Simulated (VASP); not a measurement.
# Be2Si (Fm-3m) in VASP: settings compared

Be2Si is run at these levels: LDA, PBE, r2SCAN; tasks: single point.

Program: VASP 6.6.1. These are calculated values, not measurements. Logs are shortened: lines on timing, memory, paths and dates and some standing lists are left out, and cuts for length are marked.

### Step 1. The cell of the first run

The structure is cubic, space group Fm-3m (No. 225). The conventional cell has a = 5.283 Å, b = 5.283 Å, c = 5.283 Å, α = 90.00°, β = 90.00°, γ = 90.00°. Si (site symmetry m-3m) has 8 Be at 2.29 Å within 3.0 Å. Be (site symmetry -43m) has 4 Si at 2.29 Å and 6 Be at 2.64 Å within 3.0 Å.

### Step 2. Single point, LDA

The input, INCAR:

```
PREC = Accurate
ENCUT = 600
EDIFF = 1E-6
ISMEAR = -1
SIGMA = 0.02
LREAL = False
LASPH = True
NELM = 120
ALGO = Normal
ISIF = 2
LWAVE = False
LCHARG = False
NBANDS = 11
GGA_COMPAT = False
```

The input, KPOINTS:

```
Automatic mesh
0
Gamma
  4 4 4
```

The input, POSCAR:

```
Be2Si
1.0
    0.0000000000      2.6413830409      2.6413830409
    2.6413830409      0.0000000000      2.6413830409
    2.6413830409      2.6413830409      0.0000000000
Si Be
1 2
Direct
    0.0000000000      0.0000000000      0.0000000000
    0.2500000000      0.2500000000      0.2500000000
    0.7500000000      0.7500000000      0.7500000000
```

Potentials or basis: VASP PAW LDA potentials, release 64 (Si, Be).

On the command line:

```bash
cat potpaw_LDA.64/Si/POTCAR potpaw_LDA.64/Be/POTCAR > POTCAR
mpirun -np 1 vasp_std > vasp.out
```

OUTCAR:

```text
PREC = Accurate
   ENCUT = 600
   EDIFF = 1E-6
   ISMEAR = -1
   LREAL = False
   LASPH = True
   NELM = 120
   ISIF = 2

 ion  position               nearest neighbor table
   1  0.000  0.000  0.000-   3 2.29   3 2.29   3 2.29   2 2.29   3 2.29   2 2.29   2 2.29   2 2.29

   2  0.250  0.250  0.250-   1 2.29   1 2.29   1 2.29   1 2.29
   3  0.750  0.750  0.750-   1 2.29   1 2.29   1 2.29   1 2.29

  LATTYP: Found a face centered cubic cell.
 ALAT       =     5.2827660818

  Lattice vectors:

 A1 = (   0.0000000000,   2.6413830409,   2.6413830409)
 A2 = (   2.6413830409,   0.0000000000,   2.6413830409)
 A3 = (   2.6413830409,   2.6413830409,   0.0000000000)

Analysis of symmetry for initial positions (statically):
=====================================================================
 Subroutine PRICEL returns:
 Original cell was already a primitive cell.

 Routine SETGRP: Setting up the symmetry group for a
 face centered cubic supercell.

 Subroutine GETGRP returns: Found 48 space group operations
 (whereof 48 operations were pure point group operations)
 out of a pool of 48 trial point group operations.

The static configuration has the point symmetry O_h .

Analysis of symmetry for dynamics (positions and initial velocities):
=====================================================================
 Subroutine PRICEL returns:
 Original cell was already a primitive cell.

 Routine SETGRP: Setting up the symmetry group for a
 face centered cubic supercell.

 Subroutine GETGRP returns: Found 48 space group operations
 (whereof 48 operations were pure point group operations)
 out of a pool of 48 trial point group operations.

The dynamic configuration has the point symmetry O_h .

 Subroutine INISYM returns: Found 48 space group operations
 (whereof 48 operations are pure point group operations),
 and found     1 'primitive' translations

----------------------------------------------------------------------------------------

                                     Primitive cell

  volume of cell :      36.8574

  direct lattice vectors                    reciprocal lattice vectors
     0.000000000  2.641383041  2.641383041    -0.189294772  0.189294772  0.189294772
     2.641383041  0.000000000  2.641383041     0.189294772 -0.189294772  0.189294772
     2.641383041  2.641383041  0.000000000     0.189294772  0.189294772 -0.189294772

  length of vectors
     3.735479720  3.735479720  3.735479720     0.327868162  0.327868162  0.327868162

  position of ions in fractional coordinates (direct lattice)
     0.000000000  0.000000000  0.000000000
     0.250000000  0.250000000  0.250000000
[... 74 lines left out ...]
   NUPDOWN=      -1.0000    fix difference up-down
   EMIN   =  10.00;   EMAX   =-10.00  energy-range for DOS
   EFERMI =   0.00;   METHOD = LEGACY
   ISMEAR =    -1;   SIGMA  =   0.02  broadening in eV -4-tet -1-fermi 0-gaus
   EFERMI_NEDOS =   21; number of points for ismear=-14 and -15
   IALGO  =     38    algorithm
   IMIX   =      4    mixing-type and parameters
     AMIX     =   0.40;   BMIX     =  1.00
     AMIX_MAG =   1.60;   BMIX_MAG =  1.00
  volume/ion in A,a.u.               =      12.29        82.91
  Fermi-wavevector in a.u.,A,eV,Ry     =   0.983853  1.859212 13.169980  0.967966
  Thomas-Fermi vector in A             =   2.115042
   LORBIT       =      0    0 simple, 1 ext, 2 COOP (PROOUT), +10 PAW based schemes
   GGA     = CA    functional components
   LHFCALC =     F    Hartree Fock is set to
   AEXX    =    0.0000 exact exchange contribution
   IVDW    =     0    specifies the selected vdW correction
   LEPSILON=     F    determine dielectric tensor
   LRPA    =     F    only Hartree local field effects (RPA)
 non-spin polarized calculation
  energy-cutoff  :      600.00
  volume of cell :       36.86
 maximum number of plane-waves:      1243
 NGX is ok and might be reduce to    30
   NGX = 15   NGY = 15   NGZ = 15

 number of electron       8.0000000 magnetization

 Free energy of the ion-electron system (eV)
  ---------------------------------------------------
  ext. energy  EPLUGINS =         0.00000000
  ---------------------------------------------------
  free energy    TOTEN  =       -13.49681043 eV

  energy without entropy =      -13.49671896  energy(sigma->0) =      -13.49676470

 E-fermi :   6.5140     XC(G=0): -10.0297

 val. band max:        6.4008275074   @ k =   0.5000   0.5000   0.0000
 cond. band min:       6.6409939117   @ k =   0.2500   0.2500   0.0000
 fundamental gap:      0.2401664043
 Fermi energy:         6.5139616395

 k-point     1 :       0.0000    0.0000    0.0000
  band No.  band energies     occupation
      1      -5.4268      2.00000
      2       6.9285      0.00000
      3       6.9285      0.00000
      4       6.9285      0.00000
      5       7.3492      0.00000
      6       7.3492      0.00000
      7       7.3492      0.00000
      8      12.4660      0.00000
      9      13.8991      0.00000
     10      13.8991      0.00000
     11      13.8992      0.00000
[... 85 lines left out ...]
 k-point     8 :      -0.2500    0.5000    0.2500
  band No.  band energies     occupation
      1      -1.8784      2.00000
      2       1.0706      2.00000
      3       1.0706      2.00000
      4       1.4875      2.00000
      5       9.8440      0.00000
      6       9.8440      0.00000
      7      11.0749      0.00000
      8      11.4723      0.00000
      9      14.5102      0.00000
     10      16.3857      0.00000
     11      19.1095      0.00000

------------------------ aborting loop because EDIFF is reached ----------------------------------------

  FORCE on cell =-STRESS in cart. coord.  units (eV):
  Direction    XX          YY          ZZ          XY          YZ          ZX
  --------------------------------------------------------------------------------------
  -------------------------------------------------------------------------------------
  Total       -0.8074259     -0.8074259     -0.8074259     -0.0000000     -0.0000000      0.0000000
  in kB      -35.0985432    -35.0985432    -35.0985432     -0.0000000     -0.0000000      0.0000000
  external PRESSURE =     -35.0985432 kB  Pullay stress =       0.0000000 kB

 VOLUME and BASIS-vectors are now :
 -----------------------------------------------------------------------------
  energy-cutoff  :      600.00
  volume of cell :       36.86
      direct lattice vectors                 reciprocal lattice vectors
     0.000000000  2.641383041  2.641383041    -0.189294772  0.189294772  0.189294772
     2.641383041  0.000000000  2.641383041     0.189294772 -0.189294772  0.189294772
     2.641383041  2.641383041  0.000000000     0.189294772  0.189294772 -0.189294772

 POSITION                                       TOTAL-FORCE (eV/Angst)
 -----------------------------------------------------------------------------------
      0.00000      0.00000      0.00000        -0.000000     -0.000000     -0.000000
      1.32069      1.32069      1.32069         0.000000      0.000000      0.000000
      3.96207      3.96207      3.96207        -0.000000     -0.000000     -0.000000
 -----------------------------------------------------------------------------------
    total drift:                               -0.000000      0.000000      0.000000

  FREE ENERGIE OF THE ION-ELECTRON SYSTEM (eV)
  ---------------------------------------------------
  free  energy   TOTEN  =       -13.4968104324 eV

  energy  without entropy=      -13.4967189618  energy(sigma->0) =      -13.49676470
```

OSZICAR:

```text
N       E                     dE             d eps       ncg     rms          rms(c)
DAV:   1     0.238607919874E+01    0.23861E+01   -0.36161E+03   176   0.666E+02
DAV:   2    -0.129909562207E+02   -0.15377E+02   -0.14686E+02   243   0.922E+01
DAV:   3    -0.136339135864E+02   -0.64296E+00   -0.63882E+00   223   0.134E+01
DAV:   4    -0.136374709840E+02   -0.35574E-02   -0.35571E-02   227   0.114E+00
DAV:   5    -0.136374922371E+02   -0.21253E-04   -0.21253E-04   225   0.948E-02    0.406E+00
DAV:   6    -0.135418058446E+02    0.95686E-01   -0.42277E-02   200   0.854E-01    0.244E+00
DAV:   7    -0.134972977553E+02    0.44508E-01   -0.53593E-02   191   0.101E+00    0.165E-01
DAV:   8    -0.134967866638E+02    0.51109E-03   -0.26491E-03   194   0.239E-01    0.868E-02
DAV:   9    -0.134968096522E+02   -0.22988E-04   -0.81039E-05   203   0.536E-02    0.404E-02
DAV:  10    -0.134968111204E+02   -0.14682E-05   -0.46511E-06   214   0.119E-02    0.581E-03
DAV:  11    -0.134968104324E+02    0.68797E-06   -0.59885E-07   160   0.470E-03
   1 F= -.13496810E+02 E0= -.13496765E+02  d E =-.914707E-04
```

Wall time 4.1 s (1 thread of AMD EPYC 7R13 (Zen 3), shared host); peak memory 0.1 GiB.

Results:

* Free energy: -13.4968 eV
* Pressure: -3.5 GPa
* Band gap on the k mesh: zero (bands 4 and 5 overlap by 0.53 eV)

Caveat: the k points lie up to 0.52 Å⁻¹ apart, too coarse for converged energies and pressures of a metal; the structure was generated, so it needn't be the stable form of Be2Si.

### Step 3. Single point, PBE

The input, INCAR:

```
ALGO = Normal
EDIFF = 1E-6
ENCUT = 600
GGA = PE
GGA_COMPAT = False
ISIF = 2
ISMEAR = -1
LASPH = True
LCHARG = False
LREAL = False
LWAVE = False
NBANDS = 11
NELM = 120
PREC = Accurate
SIGMA = 0.02
```

The input, KPOINTS:

```
k-points
0
Gamma
  6 6 6
```

POSCAR is that of step 2.

Potentials or basis: VASP PAW PBE potentials, release 64 (Si, Be).

On the command line:

```bash
cat potpaw_PBE.64/Si/POTCAR potpaw_PBE.64/Be/POTCAR > POTCAR
mpirun -np 1 vasp_std > vasp.out
```

Wall time 7.7 s (1 thread of AMD EPYC 7R13 (Zen 3), shared host); peak memory 0.13 GiB.

Results (log left out):

```yaml
Free_energy: -12.2238 eV
Pressure: 0.1 GPa
Band_gap_on_the_k_mesh: zero (bands 4 and 5 overlap by 0.63 eV)
```

Levels at points of the mesh, in eV from the Fermi level:
| k point | band 2 | band 3 | band 4 | band 5 | band 6 | band 7 |
| --- | --- | --- | --- | --- | --- | --- |
| (0.00, 0.00, 0.00) | 0.57 | 0.57 | 0.57 | 0.98 | 0.98 | 0.98 |
| (0.50, 0.00, 0.00) | -7.18 | -1.19 | -1.19 | 1.41 | 1.41 | 2.69 |
| (0.50, 0.50, 0.00) | -6.27 | -3.72 | -3.72 | -0.06 | 0.52 | 7.88 |

Caveat: the structure was generated, so it needn't be the stable form of Be2Si.

### Step 4. Single point, LDA

The input, INCAR:

```
ALGO = Normal
EDIFF = 1E-6
ENCUT = 600
GGA_COMPAT = False
ISIF = 2
ISMEAR = -1
LASPH = True
LCHARG = True
LELF = True
LREAL = False
LVHAR = True
LWAVE = False
NBANDS = 11
NELM = 120
PREC = Accurate
SIGMA = 0.02
```

KPOINTS is that of step 3.

POSCAR is that of step 3.

Potentials or basis: VASP PAW LDA potentials, release 64 (Si, Be).

On the command line:

```bash
cat potpaw_LDA.64/Si/POTCAR potpaw_LDA.64/Be/POTCAR > POTCAR
mpirun -np 1 vasp_std > vasp.out
```

OUTCAR:

```text
EDIFF = 1E-6
   ENCUT = 600
   ISIF = 2
   ISMEAR = -1
   LASPH = True
   LREAL = False
   NELM = 120
   PREC = Accurate

 ion  position               nearest neighbor table
   1  0.000  0.000  0.000-   3 2.29   3 2.29   3 2.29   2 2.29   3 2.29   2 2.29   2 2.29   2 2.29

   2  0.250  0.250  0.250-   1 2.29   1 2.29   1 2.29   1 2.29
   3  0.750  0.750  0.750-   1 2.29   1 2.29   1 2.29   1 2.29

  LATTYP: Found a face centered cubic cell.
 ALAT       =     5.2827660818

  Lattice vectors:

 A1 = (   0.0000000000,   2.6413830409,   2.6413830409)
 A2 = (   2.6413830409,   0.0000000000,   2.6413830409)
 A3 = (   2.6413830409,   2.6413830409,   0.0000000000)

Analysis of symmetry for initial positions (statically):
=====================================================================
 Subroutine PRICEL returns:
 Original cell was already a primitive cell.

 Routine SETGRP: Setting up the symmetry group for a
 face centered cubic supercell.

 Subroutine GETGRP returns: Found 48 space group operations
 (whereof 48 operations were pure point group operations)
 out of a pool of 48 trial point group operations.

The static configuration has the point symmetry O_h .

Analysis of symmetry for dynamics (positions and initial velocities):
=====================================================================
 Subroutine PRICEL returns:
 Original cell was already a primitive cell.

 Routine SETGRP: Setting up the symmetry group for a
 face centered cubic supercell.

 Subroutine GETGRP returns: Found 48 space group operations
 (whereof 48 operations were pure point group operations)
 out of a pool of 48 trial point group operations.

The dynamic configuration has the point symmetry O_h .

 Subroutine INISYM returns: Found 48 space group operations
 (whereof 48 operations are pure point group operations),
 and found     1 'primitive' translations

----------------------------------------------------------------------------------------

                                     Primitive cell

  volume of cell :      36.8574

[... 111 lines left out ...]
   LRPA    =     F    only Hartree local field effects (RPA)
 non-spin polarized calculation
  energy-cutoff  :      600.00
  volume of cell :       36.86
 maximum number of plane-waves:      1247
 NGX is ok and might be reduce to    30
   NGX = 15   NGY = 15   NGZ = 15

 number of electron       8.0000000 magnetization

 Free energy of the ion-electron system (eV)
  ---------------------------------------------------
  ext. energy  EPLUGINS =         0.00000000
  ---------------------------------------------------
  free energy    TOTEN  =       -13.63567850 eV

  energy without entropy =      -13.63535354  energy(sigma->0) =      -13.63551602

 E-fermi :   6.4418     XC(G=0): -10.0328

 val. band max:        6.3914542835   @ k =   0.5000   0.5000   0.0000
 cond. band min:       6.5067350501   @ k =   0.3333   0.3333   0.0000
 fundamental gap:      0.1152807666
 Fermi energy:         6.4417673710

 k-point     1 :       0.0000    0.0000    0.0000
  band No.  band energies     occupation
      1      -5.4283      2.00000
      2       6.9190      0.00000
      3       6.9190      0.00000
      4       6.9190      0.00000
      5       7.3506      0.00000
      6       7.3506      0.00000
      7       7.3506      0.00000
      8      12.4700      0.00000
      9      13.8907      0.00000
     10      13.8907      0.00000
     11      13.8907      0.00000
[... 197 lines left out ...]
 k-point    16 :      -0.3333    0.5000    0.1667
  band No.  band energies     occupation
      1      -1.9483      2.00000
      2       0.5836      2.00000
      3       1.6910      2.00000
      4       1.7372      2.00000
      5       8.1983      0.00000
      6       9.1604      0.00000
      7      11.6369      0.00000
      8      13.6814      0.00000
      9      14.3888      0.00000
     10      16.5907      0.00000
     11      18.5944      0.00000

------------------------ aborting loop because EDIFF is reached ----------------------------------------

  FORCE on cell =-STRESS in cart. coord.  units (eV):
  Direction    XX          YY          ZZ          XY          YZ          ZX
  --------------------------------------------------------------------------------------
  -------------------------------------------------------------------------------------
  Total       -0.8767389     -0.8767389     -0.8767389     -0.0000000     -0.0000000      0.0000000
  in kB      -38.1115573    -38.1115573    -38.1115573     -0.0000000     -0.0000000      0.0000000
  external PRESSURE =     -38.1115573 kB  Pullay stress =       0.0000000 kB

 VOLUME and BASIS-vectors are now :
 -----------------------------------------------------------------------------
  energy-cutoff  :      600.00
  volume of cell :       36.86
      direct lattice vectors                 reciprocal lattice vectors
     0.000000000  2.641383041  2.641383041    -0.189294772  0.189294772  0.189294772
     2.641383041  0.000000000  2.641383041     0.189294772 -0.189294772  0.189294772
     2.641383041  2.641383041  0.000000000     0.189294772  0.189294772 -0.189294772

 POSITION                                       TOTAL-FORCE (eV/Angst)
 -----------------------------------------------------------------------------------
      0.00000      0.00000      0.00000        -0.000000     -0.000000      0.000000
      1.32069      1.32069      1.32069         0.000000      0.000000      0.000000
      3.96207      3.96207      3.96207        -0.000000     -0.000000     -0.000000
 -----------------------------------------------------------------------------------
    total drift:                               -0.000000      0.000000      0.000000

  FREE ENERGIE OF THE ION-ELECTRON SYSTEM (eV)
  ---------------------------------------------------
  free  energy   TOTEN  =       -13.6356785016 eV

  energy  without entropy=      -13.6353535428  energy(sigma->0) =      -13.63551602
```

OSZICAR:

```text
N       E                     dE             d eps       ncg     rms          rms(c)
DAV:   1     0.161155785108E+01    0.16116E+01   -0.33423E+03   352   0.631E+02
DAV:   2    -0.133496000626E+02   -0.14961E+02   -0.14457E+02   486   0.917E+01
DAV:   3    -0.137707558795E+02   -0.42116E+00   -0.41966E+00   443   0.119E+01
DAV:   4    -0.137728105905E+02   -0.20547E-02   -0.20541E-02   446   0.961E-01
DAV:   5    -0.137728242766E+02   -0.13686E-04   -0.13686E-04   461   0.790E-02    0.406E+00
DAV:   6    -0.136788083589E+02    0.94016E-01   -0.46371E-02   406   0.876E-01    0.244E+00
DAV:   7    -0.136362771775E+02    0.42531E-01   -0.54960E-02   388   0.100E+00    0.187E-01
DAV:   8    -0.136356573204E+02    0.61986E-03   -0.28805E-03   423   0.247E-01    0.870E-02
DAV:   9    -0.136356776358E+02   -0.20315E-04   -0.86684E-05   400   0.554E-02    0.406E-02
DAV:  10    -0.136356792945E+02   -0.16587E-05   -0.41383E-06   426   0.116E-02    0.638E-03
DAV:  11    -0.136356785016E+02    0.79292E-06   -0.79881E-07   319   0.509E-03
   1 F= -.13635679E+02 E0= -.13635516E+02  d E =-.324959E-03
```

It took 7.4 s on 1 thread of AMD EPYC 7R13 (Zen 3), shared host; peak memory 0.11 GiB.

What came out:

| Quantity | Value |
| --- | --- |
| Free energy | -13.6357 eV |
| Pressure | -3.8 GPa |
| Band gap on the k mesh | zero (bands 4 and 5 overlap by 0.53 eV) |

Caveat: the cell stands under tension; the structure was generated, so it needn't be the stable form of Be2Si.

[end of part 1 of 2]

The gap in the log of VASP goes by the Fermi energy; the results here count the filled bands.